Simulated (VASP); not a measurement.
# NaCl in VASP: a series of runs

NaCl is run at these levels: PBE; tasks: single point, relaxation of the atoms.

Everything below comes from runs of VASP 6.6.1. Logs are shortened: lines on timing, memory, paths and dates and some standing lists are left out, and cuts for length are marked.

**1. The cell of the first run**

The cell holds a slab with vacuum, 4 atoms: a = 4.027 Å, b = 4.027 Å, c = 16.848 Å, α = 90.00°, β = 90.00°, γ = 90.00°.

**2. Single point, PBE**

Contents of INCAR:

```
PREC     = Accurate       # precision mode
ENCUT    = 520            # plane-wave cutoff, eV
EDIFF    = 1E-7           # SCF threshold, eV
ISMEAR   = 0              # smearing method
SIGMA    = 0.05           # smearing width, eV
LREAL    = F              # projectors in reciprocal space
LASPH    = T              # aspherical terms in the spheres
NELM     = 60             # most SCF steps
ALGO     = Normal         # electronic algorithm
ISIF     = 2              # what is computed and relaxed
LWAVE    = F              # write WAVECAR
LCHARG   = F              # write CHGCAR
LDIPOL   = T            
IDIPOL   = 3            
DIPOL    = 0.5 0.5 0.499
GGA      = PE             # functional
NBANDS   = 22             # bands
```

Contents of KPOINTS:

```
regular mesh
0
Gamma
  7 7 1
```

Contents of POSCAR:

```
NaCl
1.0
    4.0273798085      0.0000000000      0.0000000000
    0.0000000000      4.0273798085      0.0000000000
    0.0000000000      0.0000000000     16.8477875730
Na Cl
2 2
Direct
    0.5000000000      0.5000000000      0.4154848208
    0.0000000000      0.0000000000      0.5803343270
    0.0000000000      0.0000000000      0.4154848208
    0.5000000000      0.5000000000      0.5862851740
```

Potentials or basis: VASP PAW PBE potentials, release 64 (Na_pv, Cl).

Command:

```
> cat potpaw_PBE.64/Na_pv/POTCAR potpaw_PBE.64/Cl/POTCAR > POTCAR
> mpirun -np 1 vasp_std > vasp.out
```

OUTCAR:

```text
PREC = Accurate
   ENCUT = 520
   EDIFF = 1E-7
   ISMEAR = 0
   LREAL = F
   LASPH = T
   NELM = 60
   ISIF = 2
   GGA = PE

 ion  position               nearest neighbor table
   1  0.500  0.500  0.415-
   2  0.000  0.000  0.580-
   3  0.000  0.000  0.415-
   4  0.500  0.500  0.586-

  LATTYP: Found a simple tetragonal cell.
 ALAT       =     4.0273798085
 C/A-ratio  =     4.1833123207

  Lattice vectors:

 A1 = (   4.0273798085,   0.0000000000,   0.0000000000)
 A2 = (   0.0000000000,   4.0273798085,   0.0000000000)
 A3 = (   0.0000000000,   0.0000000000,  16.8477875730)

Analysis of symmetry for initial positions (statically):
=====================================================================
 Subroutine PRICEL returns:
 Original cell was already a primitive cell.

 Routine SETGRP: Setting up the symmetry group for a
 simple tetragonal supercell.

 Subroutine GETGRP returns: Found  8 space group operations
 (whereof  8 operations were pure point group operations)
 out of a pool of 16 trial point group operations.

The static configuration has the point symmetry C_4v.

Analysis of symmetry for dynamics (positions and initial velocities):
=====================================================================
 Subroutine PRICEL returns:
 Original cell was already a primitive cell.

 Routine SETGRP: Setting up the symmetry group for a
 simple tetragonal supercell.

 Subroutine GETGRP returns: Found  8 space group operations
 (whereof  8 operations were pure point group operations)
 out of a pool of 16 trial point group operations.

The dynamic configuration has the point symmetry C_4v.

 Subroutine INISYM returns: Found  8 space group operations
 (whereof  8 operations are pure point group operations),
 and found     1 'primitive' translations

----------------------------------------------------------------------------------------

                                     Primitive cell

  volume of cell :     273.2675

  direct lattice vectors                    reciprocal lattice vectors
     4.027379809  0.000000000  0.000000000     0.248300396  0.000000000  0.000000000
     0.000000000  4.027379809  0.000000000     0.000000000  0.248300396  0.000000000
     0.000000000  0.000000000 16.847787573     0.000000000  0.000000000  0.059354974
[... 76 lines left out ...]
   NSW    =      0    number of steps for IOM
   IBRION =     -1    ionic relax: 0-MD 1-quasi-New 2-CG
   NFREE  =      0    steps in history (QN), initial steepest desc. (CG)
   ISIF   =      2    stress and relaxation
   ISYM   =      2    0-nonsym 1-usesym 2-fastsym
   POTIM  = 0.5000    time-step for ionic-motion
   TEBEG  =    0.0;   TEEND  =   0.0 temperature during run
   PSTRESS=    0.0 pullay stress
   NELECT =      28.0000    total number of electrons
   NUPDOWN=      -1.0000    fix difference up-down
   EMIN   =  10.00;   EMAX   =-10.00  energy-range for DOS
   EFERMI =   0.00;   METHOD = LEGACY
   ISMEAR =     0;   SIGMA  =   0.05  broadening in eV -4-tet -1-fermi 0-gaus
   EFERMI_NEDOS =   21; number of points for ismear=-14 and -15
   IALGO  =     38    algorithm
   IMIX   =      4    mixing-type and parameters
     AMIX     =   0.40;   BMIX     =  1.00
     AMIX_MAG =   1.60;   BMIX_MAG =  1.00
  volume/ion in A,a.u.               =      68.32       461.03
  Fermi-wavevector in a.u.,A,eV,Ry     =   0.766064  1.447650  7.984626  0.586853
  Thomas-Fermi vector in A             =   1.866321
   LORBIT       =      0    0 simple, 1 ext, 2 COOP (PROOUT), +10 PAW based schemes
   GGA     = PE    functional components
   LHFCALC =     F    Hartree Fock is set to
   AEXX    =    0.0000 exact exchange contribution
   IVDW    =     0    specifies the selected vdW correction
   LEPSILON=     F    determine dielectric tensor
   LRPA    =     F    only Hartree local field effects (RPA)
 non-spin polarized calculation
 Gauss-broadening in eV      SIGMA  =   0.05
  energy-cutoff  :      520.00
  volume of cell :      273.27
 maximum number of plane-waves:      7415
 NGX is ok and might be reduce to    30
   NGX = 15   NGY = 15   NGZ = 63

 dipolmoment           0.000000      0.000000     -0.000028 electrons x Angstroem

 number of electron      27.9999975 magnetization

 dipolmoment           0.000000      0.000000      0.043108 electrons x Angstroem

 Free energy of the ion-electron system (eV)
  ---------------------------------------------------
  ext. energy  EPLUGINS =         0.00000000
  ---------------------------------------------------
  free energy    TOTEN  =       -13.25106101 eV

  energy without entropy =      -13.25106101  energy(sigma->0) =      -13.25106101

 E-fermi :  -4.2797     XC(G=0):  -3.3036

 val. band max:       -4.5932059592   @ k =   0.0000   0.0000   0.0000
 cond. band min:       0.2104587626   @ k =   0.0000   0.0000   0.0000
 fundamental gap:      4.8036647218
 Fermi energy:        -4.2797004771

 k-point     1 :       0.0000    0.0000    0.0000
  band No.  band energies     occupation
      1     -25.8960      2.00000
      2     -25.8550      2.00000
      3     -25.8550      2.00000
      4     -25.6386      2.00000
      5     -25.5957      2.00000
      6     -25.5957      2.00000
[... 239 lines left out ...]
     21       5.1383      0.00000
     22       5.7164      0.00000

------------------------ aborting loop because EDIFF is reached ----------------------------------------

 vacuum level on the upper side and lower side of the slab       (xc-potential included)         0.222        -0.242

  FORCE on cell =-STRESS in cart. coord.  units (eV):
  Direction    XX          YY          ZZ          XY          YZ          ZX
  --------------------------------------------------------------------------------------
  -------------------------------------------------------------------------------------
  Total       -0.9864299     -0.9864299     -0.0480187      0.0000000      0.0000000      0.0000000
  in kB       -5.7834735     -5.7834735     -0.2815356      0.0000000      0.0000000      0.0000000
  external PRESSURE =      -3.9494942 kB  Pullay stress =       0.0000000 kB

 VOLUME and BASIS-vectors are now :
 -----------------------------------------------------------------------------
  energy-cutoff  :      520.00
  volume of cell :      273.27
      direct lattice vectors                 reciprocal lattice vectors
     4.027379809  0.000000000  0.000000000     0.248300396  0.000000000  0.000000000
     0.000000000  4.027379809  0.000000000     0.000000000  0.248300396  0.000000000
     0.000000000  0.000000000 16.847787573     0.000000000  0.000000000  0.059354974

 POSITION                                       TOTAL-FORCE (eV/Angst)
 -----------------------------------------------------------------------------------
      2.01369      2.01369      7.00000        -0.000000      0.000000      0.223247
      0.00000      0.00000      9.77735         0.000000      0.000000     -0.001354
      0.00000      0.00000      7.00000         0.000000      0.000000     -0.218304
      2.01369      2.01369      9.87761         0.000000     -0.000000     -0.003589
 -----------------------------------------------------------------------------------
    total drift:                                0.000000     -0.000000      0.000097

  FREE ENERGIE OF THE ION-ELECTRON SYSTEM (eV)
  ---------------------------------------------------
  free  energy   TOTEN  =       -13.2510610082 eV

  energy  without entropy=      -13.2510610082  energy(sigma->0) =      -13.25106101

 vacuum level on the upper side and lower side of the slab         2.154         1.674
```

OSZICAR:

```text
N       E                     dE             d eps       ncg     rms          rms(c)
DAV:   1     0.219273319769E+03    0.21927E+03   -0.12295E+04   520   0.101E+03
DAV:   2     0.151431186029E+02   -0.20413E+03   -0.19692E+03   586   0.246E+02
DAV:   3    -0.131355985531E+02   -0.28279E+02   -0.28131E+02   554   0.921E+01
[... 18 lines left out ...]
DAV:  22    -0.132510592154E+02   -0.15270E-06   -0.26626E-08   480   0.828E-04    0.163E-03
DAV:  23    -0.132510603932E+02   -0.11778E-05   -0.51518E-08   396   0.906E-04    0.966E-04
DAV:  24    -0.132510607171E+02   -0.32391E-06   -0.16830E-08   426   0.612E-04    0.251E-04
DAV:  25    -0.132510609107E+02   -0.19352E-06   -0.45046E-09   378   0.328E-04    0.433E-04
DAV:  26    -0.132510610082E+02   -0.97533E-07   -0.27222E-09   402   0.223E-04
   1 F= -.13251061E+02 E0= -.13251061E+02  d E =-.346576E-19
```

Run time: 65 s. Hardware: 1 thread of Intel Xeon Platinum 8488C (Sapphire Rapids), shared host; peak memory 0.35 GiB.

What came out:

```
Free energy            : -13.2511 eV
Largest force          : 0.223 eV/Å
Band gap on the k mesh : 4.80 eV
```

Forces on the atoms (eV/Å):
```
Na   0.000  0.000  0.223
Na   0.000  0.000 -0.001
Cl   0.000  0.000 -0.218
Cl   0.000  0.000 -0.004
```

**3. Relaxation of the atoms, PBE**

Contents of INCAR:

```
SYSTEM = NaCl
ALGO = Normal
DIPOL = 0.5 0.5 0.500
EDIFF = 1E-6
EDIFFG = -0.03
ENCUT = 520
GGA = PE
IBRION = 2
IDIPOL = 3
ISIF = 2
ISMEAR = 0
LASPH = .True.
LCHARG = .False.
LDIPOL = .True.
LREAL = .False.
LWAVE = .False.
NELM = 100
NSW = 70
PREC = Accurate
SIGMA = 0.05
```

Contents of KPOINTS:

```
k-points
0
Gamma
  7 7 1
  0 0 0
```

Contents of POSCAR:

```
NaCl
1.0
    4.0273798085      0.0000000000      0.0000000000
    0.0000000000      4.0273798085      0.0000000000
    0.0000000000      0.0000000000     16.8477875730
Na Cl
2 2
Selective dynamics
Direct
    0.5000000000      0.5000000000      0.4154848208  F F F
    0.0000000000      0.0000000000      0.5845151792  T T T
    0.0000000000      0.0000000000      0.4154848208  F F F
    0.5000000000      0.5000000000      0.5845151792  T T T
```

Potentials or basis: VASP PAW PBE potentials, release 64 (Na_pv, Cl).

Command:

```
> cat potpaw_PBE.64/Na_pv/POTCAR potpaw_PBE.64/Cl/POTCAR > POTCAR
> mpirun -np 1 vasp_std > vasp.out
```

OUTCAR:

```text
SYSTEM = NaCl
   EDIFF = 1E-6
   EDIFFG = -0.03
   ENCUT = 520
   GGA = PE
   IBRION = 2
   ISIF = 2
   ISMEAR = 0
   LASPH = .True.
   LREAL = .False.
   NELM = 100
   NSW = 70
   PREC = Accurate

 ion  position               nearest neighbor table
   1  0.500  0.500  0.415-
   2  0.000  0.000  0.585-
   3  0.000  0.000  0.415-
   4  0.500  0.500  0.585-

  LATTYP: Found a simple tetragonal cell.
 ALAT       =     4.0273798085
 C/A-ratio  =     4.1833123207

  Lattice vectors:

 A1 = (   4.0273798085,   0.0000000000,   0.0000000000)
 A2 = (   0.0000000000,   4.0273798085,   0.0000000000)
 A3 = (   0.0000000000,   0.0000000000,  16.8477875730)

Analysis of symmetry for initial positions (statically):
=====================================================================
 Subroutine PRICEL returns:
 Original cell was already a primitive cell.

 Routine SETGRP: Setting up the symmetry group for a
 simple tetragonal supercell.

[... 221 lines left out ...]
  --------------------------------------------------------------------------------------
  -------------------------------------------------------------------------------------
  Total       -1.0035834     -1.0035834     -0.1391824      0.0000000      0.0000000      0.0000000
  in kB       -5.8840450     -5.8840450     -0.8160316      0.0000000      0.0000000      0.0000000
  external PRESSURE =      -4.1947072 kB  Pullay stress =       0.0000000 kB
[... 101 lines left out ...]
--------------------------------------- Ionic step        5  -------------------------------------------

 number of electron      27.9999983 magnetization

 dipolmoment           0.000000      0.000000      0.043580 electrons x Angstroem

 Free energy of the ion-electron system (eV)
  ---------------------------------------------------
  ext. energy  EPLUGINS =         0.00000000
  ---------------------------------------------------
  free energy    TOTEN  =       -13.25077890 eV

  energy without entropy =      -13.25077890  energy(sigma->0) =      -13.25077890

 E-fermi :  -4.2866     XC(G=0):  -3.3277

 val. band max:       -4.5955434447   @ k =   0.0000   0.0000   0.0000
 cond. band min:       0.2007102203   @ k =   0.0000   0.0000   0.0000
 fundamental gap:      4.7962536650
 Fermi energy:        -4.2865682515

 k-point     1 :       0.0000    0.0000    0.0000
  band No.  band energies     occupation
      1     -25.9080      2.00000
      2     -25.8665      2.00000
      3     -25.8665      2.00000
      4     -25.6471      2.00000
      5     -25.6039      2.00000
      6     -25.6039      2.00000
[... 199 lines left out ...]
     17       3.9852      0.00000
     18       4.1122      0.00000

------------------------ aborting loop because EDIFF is reached ----------------------------------------

 vacuum level on the upper side and lower side of the slab       (xc-potential included)         0.066        -0.409

  FORCE on cell =-STRESS in cart. coord.  units (eV):
  Direction    XX          YY          ZZ          XY          YZ          ZX
  --------------------------------------------------------------------------------------
  -------------------------------------------------------------------------------------
  Total       -1.0068985     -1.0068985     -0.1235190      0.0000000      0.0000000      0.0000000
  in kB       -5.9034819     -5.9034819     -0.7241963      0.0000000      0.0000000      0.0000000
  external PRESSURE =      -4.1770534 kB  Pullay stress =       0.0000000 kB
[... 19 lines left out ...]
  FREE ENERGIE OF THE ION-ELECTRON SYSTEM (eV)
  ---------------------------------------------------
  free  energy   TOTEN  =       -13.2507788995 eV

  energy  without entropy=      -13.2507788995  energy(sigma->0) =      -13.25077890

 reached required accuracy - stopping structural energy minimisation

 vacuum level on the upper side and lower side of the slab         2.039         1.539
```

Run time: 2.6 min. Hardware: 1 thread of Intel Xeon Platinum 8488C (Sapphire Rapids), shared host; peak memory 0.34 GiB.

Results:

| Item | Value |
| --- | --- |
| Free energy | -13.2508 eV |
| Energy gained by relaxing | 2.1 meV/atom |
| Ionic steps | 5 |
| Band gap on the k mesh | 4.80 eV |

The path:
| step | energy change (eV) | largest force on free atoms (eV/Å) | pressure (GPa) |
| --- | --- | --- | --- |
| 1 | 0.0000 | 0.1779 | -0.42 |
| 2 | -0.0023 | 0.1550 | -0.42 |
| 3 | -0.0071 | 0.0821 | -0.42 |
| 4 | -0.0060 | 0.1001 | -0.42 |
| 5 | -0.0084 | 0.0177 | -0.42 |

Final structure:
```
CELL_PARAMETERS angstrom
4.02738 0.00000 0.00000
0.00000 4.02738 0.00000
0.00000 0.00000 16.84779
ATOMIC_POSITIONS crystal
Na 0.50000 0.50000 0.41548
Na 0.00000 0.00000 0.58118
Cl 0.00000 0.00000 0.41548
Cl 0.50000 0.50000 0.58720
```

Levels at points of the mesh, in eV from the valence-band top:
| k point | band 10 | band 11 | band 12 | band 13 | band 14 | band 15 | band 16 | band 17 | band 18 |
| --- | --- | --- | --- | --- | --- | --- | --- | --- | --- |
| (0.00, 0.00, 0.00) | -0.38 | -0.38 | -0.24 | 0.00 | 0.00 | 4.80 | 5.67 | 6.47 | 7.37 |
